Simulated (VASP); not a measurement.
# MnGa7As8 (P1) in VASP: single point with PBEsol+U

Aim: the single point of MnGa7As8 with PBEsol+U.

All numbers are computed with VASP 6.6.1; they aren't measurements. Logs are shortened: lines on timing, memory, paths and dates and some standing lists are left out, and cuts for length are marked.

**1. The cell of the first run**

The typed cell holds 16 atoms: a = 7.996 Å, b = 7.996 Å, c = 7.996 Å, α = 60.00°, β = 60.00°, γ = 60.00°.

**2. Single point, PBEsol+U**

INCAR reads:

```
PREC     = Accurate       # precision mode
ENCUT    = 520            # plane-wave cutoff, eV
EDIFF    = 1E-6           # SCF threshold, eV
ISMEAR   = 0              # smearing method
SIGMA    = 0.05           # smearing width, eV
LREAL    = Auto         
LASPH    = True           # aspherical terms in the spheres
NELM     = 150            # most SCF steps
ALGO     = Normal         # electronic algorithm
ISIF     = 2              # what is computed and relaxed
LWAVE    = False          # write WAVECAR
LCHARG   = False          # write CHGCAR
LMAXMIX  = 4              # l up to which the mixer works
LDAU     = True           # DFT+U
LDAUTYPE = 2            
LDAUL    = 2 -1 -1        # shell
LDAUU    = 3.5 0 0        # U, eV
LDAUJ    = 0 0 0        
LDAUPRINT= 1            
GGA      = PS             # functional
NBANDS   = 86             # bands
```

KPOINTS reads:

```
regular mesh
0
Gamma
  3 3 3
```

POSCAR reads:

```
MnGa7As8
1.0
    0.0000000000      5.6537000000      5.6537000000
    5.6537000000      0.0000000000      5.6537000000
    5.6537000000      5.6537000000      0.0000000000
Mn Ga As
1 7 8
Direct
    0.0011316047      0.9990527789      0.0005440096
    0.0022718138      0.0003515091      0.4991792207
    0.0021890981      0.4980804208      0.0018736006
    0.0022553728      0.4977340447      0.4995493750
    0.4998624131      0.0002453113      0.0019488649
    0.4998481629      0.0004205870      0.4994197135
    0.4999041953      0.4978995175      0.0018800602
    0.5009700787      0.4991215326      0.5008096723
    0.1270404265      0.1252270462      0.1263686581
    0.1270412532      0.1249443966      0.6226560557
    0.1270744772      0.6211691605      0.1266919102
    0.1256319205      0.6242406022      0.6257636856
    0.6232404853      0.1250693279      0.1265883071
    0.6261971214      0.1237550053      0.6258076469
    0.6261275055      0.6242007247      0.1254483119
    0.6261782478      0.6242791823      0.6258056795
```

Potentials or basis: VASP PAW PBE potentials, release 64 (Mn_pv, Ga_d, As).

Launch:

```bash
> cat potpaw_PBE.64/Mn_pv/POTCAR potpaw_PBE.64/Ga_d/POTCAR potpaw_PBE.64/As/POTCAR > POTCAR
> mpirun -np 1 vasp_std > vasp.out
```

OUTCAR:

```text
PREC = Accurate
   ENCUT = 520
   EDIFF = 1E-6
   ISMEAR = 0
   LREAL = Auto
   LASPH = True
   NELM = 150
   ISIF = 2
   GGA = PS

 ion  position               nearest neighbor table
   1  0.001  0.999  0.001-  11 2.47  10 2.47  13 2.47   9 2.47
   2  0.002  0.000  0.499-   9 2.43  10 2.43  14 2.46  12 2.46
   3  0.002  0.498  0.002-  11 2.43   9 2.43  15 2.46  12 2.46
   4  0.002  0.498  0.500-  10 2.43  11 2.43  16 2.46  12 2.46
   5  0.500  0.000  0.002-   9 2.43  13 2.43  15 2.45  14 2.46
   6  0.500  0.000  0.499-  10 2.43  13 2.43  14 2.46  16 2.46
[... 8 lines left out ...]
  15  0.626  0.624  0.125-   8 2.45   5 2.45   3 2.46   7 2.46
  16  0.626  0.624  0.626-   8 2.45   7 2.46   4 2.46   6 2.46

  LATTYP: Found a face centered cubic cell.
 ALAT       =    11.3074000000

  Lattice vectors:

 A1 = (   0.0000000000,   5.6537000000,   5.6537000000)
 A2 = (   5.6537000000,   0.0000000000,   5.6537000000)
 A3 = (   5.6537000000,   5.6537000000,   0.0000000000)

Analysis of symmetry for initial positions (statically):
=====================================================================
 Subroutine PRICEL returns:
 Original cell was already a primitive cell.

 Routine SETGRP: Setting up the symmetry group for a
 face centered cubic supercell.

 Subroutine GETGRP returns: Found  1 space group operations
 (whereof  1 operations were pure point group operations)
 out of a pool of 48 trial point group operations.

The static configuration has the point symmetry C_1 .

Analysis of symmetry for dynamics (positions and initial velocities):
=====================================================================
 Subroutine PRICEL returns:
 Original cell was already a primitive cell.

 Routine SETGRP: Setting up the symmetry group for a
 face centered cubic supercell.

 Subroutine GETGRP returns: Found  1 space group operations
 (whereof  1 operations were pure point group operations)
 out of a pool of 48 trial point group operations.

The dynamic configuration has the point symmetry C_1 .

 Subroutine INISYM returns: Found  1 space group operations
 (whereof  1 operations are pure point group operations),
 and found     1 'primitive' translations

----------------------------------------------------------------------------------------

                                     Primitive cell

  volume of cell :     361.4334

  direct lattice vectors                    reciprocal lattice vectors
     0.000000000  5.653700000  5.653700000    -0.088437660  0.088437660  0.088437660
     5.653700000  0.000000000  5.653700000     0.088437660 -0.088437660  0.088437660
     5.653700000  5.653700000  0.000000000     0.088437660  0.088437660 -0.088437660

  length of vectors
     7.995539218  7.995539218  7.995539218     0.153178521  0.153178521  0.153178521

  position of ions in fractional coordinates (direct lattice)
     0.001131605  0.999052779  0.000544010
     0.002271814  0.000351509  0.499179221
     0.002189098  0.498080421  0.001873601
     0.002255373  0.497734045  0.499549375
     0.499862413  0.000245311  0.001948865
     0.499848163  0.000420587  0.499419713
[... 8 lines left out ...]
     0.626127506  0.624200725  0.125448312
     0.626178248  0.624279182  0.625805679

  ion indices of the primitive-cell ions
   primitive index   ion index
                 1           1
                 2           2
                 3           3
                 4           4
                 5           5
                 6           6
[... 8 lines left out ...]
                15          15
                16          16

----------------------------------------------------------------------------------------

 KPOINTS: regular mesh

Automatic generation of k-mesh.
 Grid dimensions read from file:
 generate k-points for:    3    3    3

[... 49 lines left out ...]
   LASPH  =      T    aspherical Exc in radial PAW
   ENCUT  =  520.0 eV  38.22 Ry    6.18 a.u.  14.87 14.87 14.87*2*pi/ulx,y,z
   NELM   =    150;   NELMIN=  2; NELMDL= -5     # of ELM steps
   EDIFF  = 0.1E-05   stopping-criterion for ELM
   LREAL  =      T    real-space projection
   EDIFFG = 0.1E-04   stopping-criterion for IOM
   NSW    =      0    number of steps for IOM
   IBRION =     -1    ionic relax: 0-MD 1-quasi-New 2-CG
   NFREE  =      0    steps in history (QN), initial steepest desc. (CG)
   ISIF   =      2    stress and relaxation
   ISYM   =      2    0-nonsym 1-usesym 2-fastsym
   POTIM  = 0.5000    time-step for ionic-motion
   TEBEG  =    0.0;   TEEND  =   0.0 temperature during run
   PSTRESS=    0.0 pullay stress
   NELECT =     144.0000    total number of electrons
   NUPDOWN=      -1.0000    fix difference up-down
   EMIN   =  10.00;   EMAX   =-10.00  energy-range for DOS
   EFERMI =   0.00;   METHOD = LEGACY
   ISMEAR =     0;   SIGMA  =   0.05  broadening in eV -4-tet -1-fermi 0-gaus
   EFERMI_NEDOS =   21; number of points for ismear=-14 and -15
   IALGO  =     38    algorithm
   IMIX   =      4    mixing-type and parameters
     AMIX     =   0.40;   BMIX     =  1.00
     AMIX_MAG =   1.60;   BMIX_MAG =  1.00
  volume/ion in A,a.u.               =      22.59       152.44
  Fermi-wavevector in a.u.,A,eV,Ry     =   1.204628  2.276417 19.743799  1.451128
  Thomas-Fermi vector in A             =   2.340347
   LORBIT       =      0    0 simple, 1 ext, 2 COOP (PROOUT), +10 PAW based schemes
 LDA+U is selected, type is set to LDAUTYPE =  2
   angular momentum for each species LDAUL =     2   -1   -1
   U (eV)           for each species LDAUU =   3.5  0.0  0.0
   J (eV)           for each species LDAUJ =   0.0  0.0  0.0
   GGA     = PS    functional components
   LHFCALC =     F    Hartree Fock is set to
   AEXX    =    0.0000 exact exchange contribution
   IVDW    =     0    specifies the selected vdW correction
   LEPSILON=     F    determine dielectric tensor
   LRPA    =     F    only Hartree local field effects (RPA)
 non-spin polarized calculation
 Gauss-broadening in eV      SIGMA  =   0.05
  energy-cutoff  :      520.00
  volume of cell :      361.43
 maximum number of plane-waves:      9735
   NGX = 29   NGY = 29   NGZ = 29

atom =   1  type =  1  l = 2

 onsite density matrix

spin component  1

  0.2707  0.0000 -0.0000 -0.0000 -0.0005
  0.0000  0.2707 -0.0004 -0.0000 -0.0004
 -0.0000 -0.0004  0.8718 -0.0007  0.0000
 -0.0000 -0.0000 -0.0007  0.2707  0.0004
 -0.0005 -0.0004  0.0000  0.0004  0.8719

spin component  2

  0.2707  0.0000 -0.0000 -0.0000 -0.0005
  0.0000  0.2707 -0.0004 -0.0000 -0.0004
 -0.0000 -0.0004  0.8718 -0.0007  0.0000
 -0.0000 -0.0000 -0.0007  0.2707  0.0004
 -0.0005 -0.0004  0.0000  0.0004  0.8719

 occupancies and eigenvectors

  o =  0.2707  v =  0.8805  0.0022  0.0005  0.4740  0.0004  0.0000  0.0000  0.0000  0.0000  0.0000      0.0000  0.0000  0.0000  0.0000  0.0000  0.0000  0.0000  0.0000  0.0000  0.0000
  o =  0.2707  v =  0.0000  0.0000  0.0000  0.0000  0.0000  0.8805  0.0022  0.0005  0.4740  0.0004      0.0000  0.0000  0.0000  0.0000  0.0000  0.0000  0.0000  0.0000  0.0000  0.0000
  o =  0.2707  v = -0.0376  0.9972  0.0007  0.0651  0.0006  0.0000  0.0000  0.0000  0.0000  0.0000      0.0000  0.0000  0.0000  0.0000  0.0000  0.0000  0.0000  0.0000  0.0000  0.0000
  o =  0.2707  v =  0.0000  0.0000  0.0000  0.0000  0.0000 -0.0376  0.9972  0.0007  0.0651  0.0006      0.0000  0.0000  0.0000  0.0000  0.0000  0.0000  0.0000  0.0000  0.0000  0.0000
  o =  0.2708  v =  0.4725  0.0752 -0.0009 -0.8781  0.0010  0.0000  0.0000  0.0000  0.0000  0.0000      0.0000  0.0000  0.0000  0.0000  0.0000  0.0000  0.0000  0.0000  0.0000  0.0000
  o =  0.2708  v =  0.0000  0.0000  0.0000  0.0000  0.0000  0.4725  0.0752 -0.0009 -0.8781  0.0010      0.0000  0.0000  0.0000  0.0000  0.0000  0.0000  0.0000  0.0000  0.0000  0.0000
  o =  0.8718  v =  0.0003 -0.0003  0.9177 -0.0013 -0.3974  0.0000  0.0000  0.0000  0.0000  0.0000      0.0000  0.0000  0.0000  0.0000  0.0000  0.0000  0.0000  0.0000  0.0000  0.0000
  o =  0.8718  v =  0.0000  0.0000  0.0000  0.0000  0.0000  0.0003 -0.0003  0.9177 -0.0013 -0.3974      0.0000  0.0000  0.0000  0.0000  0.0000  0.0000  0.0000  0.0000  0.0000  0.0000
  o =  0.8719  v =  0.0000  0.0000  0.0000  0.0000  0.0000 -0.0007 -0.0009  0.3974  0.0002  0.9177      0.0000  0.0000  0.0000  0.0000  0.0000  0.0000  0.0000  0.0000  0.0000  0.0000
  o =  0.8719  v = -0.0007 -0.0009  0.3974  0.0002  0.9177  0.0000  0.0000  0.0000  0.0000  0.0000      0.0000  0.0000  0.0000  0.0000  0.0000  0.0000  0.0000  0.0000  0.0000  0.0000

 number of electron     143.9999987 magnetization

 Free energy of the ion-electron system (eV)
  ---------------------------------------------------
  ext. energy  EPLUGINS =         0.00000000
  ---------------------------------------------------
  free energy    TOTEN  =       -72.83323304 eV

  energy without entropy =      -72.83323304  energy(sigma->0) =      -72.83323304

 E-fermi :   3.6400     XC(G=0):  -9.7640

 val. band max:        3.4144979437   @ k =   0.0000   0.0000   0.0000
 cond. band min:       4.1795479475   @ k =   0.0000  -0.3333   0.3333
 fundamental gap:      0.7650500038
 Fermi energy:         3.6400193797

 k-point     1 :       0.0000    0.0000    0.0000
  band No.  band energies     occupation
      1     -43.9471      2.00000
      2     -43.9466      2.00000
      3     -43.9463      2.00000
      4     -11.1121      2.00000
      5     -11.1120      2.00000
      6     -11.1120      2.00000
[... 1207 lines left out ...]
     83       7.5284      0.00000
     84       7.6389      0.00000
 [bands above 84 left out]

------------------------ aborting loop because EDIFF is reached ----------------------------------------

  FORCE on cell =-STRESS in cart. coord.  units (eV):
  Direction    XX          YY          ZZ          XY          YZ          ZX
  --------------------------------------------------------------------------------------
  -------------------------------------------------------------------------------------
  Total       -1.7560578     -1.7647603     -1.7532524     -0.0027443      0.0044757     -0.0011894
  in kB       -7.7843276     -7.8229046     -7.7718920     -0.0121651      0.0198400     -0.0052722
  external PRESSURE =      -7.7930414 kB  Pullay stress =       0.0000000 kB

 VOLUME and BASIS-vectors are now :
 -----------------------------------------------------------------------------
  energy-cutoff  :      520.00
  volume of cell :      361.43
      direct lattice vectors                 reciprocal lattice vectors
     0.000000000  5.653700000  5.653700000    -0.088437660  0.088437660  0.088437660
     5.653700000  0.000000000  5.653700000     0.088437660 -0.088437660  0.088437660
     5.653700000  5.653700000  0.000000000     0.088437660  0.088437660 -0.088437660

 POSITION                                       TOTAL-FORCE (eV/Angst)
 -----------------------------------------------------------------------------------
      5.65142      0.00947      5.65474         0.003080     -0.004177      0.000208
      2.82420      2.83505      0.01483         0.000812     -0.002050     -0.211428
      2.82659      0.02297      2.82837        -0.003033     -0.214047      0.000246
      5.63834      2.83705      2.82679         0.211323     -0.004853      0.001419
      0.01241      2.83709      2.82746        -0.210598     -0.005369      0.003737
      2.82595      5.64956      2.82837        -0.003147      0.207863      0.000545
[... 8 lines left out ...]
      4.23829      4.24918      7.06898         0.000710      0.013431     -0.001937
      7.06760      7.07834      7.06971        -0.002311      0.006039     -0.000219
 -----------------------------------------------------------------------------------
    total drift:                               -0.001941      0.053758      0.000626

  FREE ENERGIE OF THE ION-ELECTRON SYSTEM (eV)
  ---------------------------------------------------
  free  energy   TOTEN  =       -72.8332330412 eV

  energy  without entropy=      -72.8332330412  energy(sigma->0) =      -72.83323304
```

Run time: 20 min. Hardware: 1 thread of AMD EPYC 9755, shared host; peak memory 0.59 GiB.

Results:

| Quantity | Value |
| --- | --- |
| Free energy | -72.8332 eV |
| Pressure | -0.8 GPa |
| Largest force | 1.068 eV/Å |
| Band gap on the k mesh | 0.77 eV (least direct gap 0.92 eV) |

Forces in eV/Å, atoms in the order of the input:
```
Mn   0.003 -0.004  0.000
Ga   0.001 -0.002 -0.211
Ga  -0.003 -0.214  0.000
Ga   0.211 -0.005  0.001
Ga  -0.211 -0.005  0.004
Ga  -0.003  0.208  0.001
Ga  -0.001 -0.004  0.211
Ga   0.000  0.000  0.000
As  -0.616 -0.616 -0.616
As   0.608  0.611 -0.608
As   0.617 -0.619  0.614
As  -0.002  0.014  0.003
As  -0.604  0.609  0.603
As   0.002  0.008  0.002
As   0.001  0.013 -0.002
As  -0.002  0.006  0.000
```

Levels at points of the mesh, in eV from the valence-band top:
```tsv
k point	band 68	band 69	band 70	band 71	band 72	band 73	band 74	band 75	band 76	band 77
(0.00, 0.00, 0.00)	-0.53	-0.53	0.00	0.00	0.00	0.92	1.30	1.30	1.30	1.60
```

Eigenvalues of the final occupation matrices:
```
    site  spin  trace               eigenvalues
site 1 d     1   2.56  0.27 0.27 0.27 0.87 0.87
site 1 d     2   2.56  0.27 0.27 0.27 0.87 0.87
```

Caveat: the PAW data sets were made with another functional, which shifts forces and pressure a little; the U is typed as a test and isn't derived for this compound. A k mesh can miss the band edges.
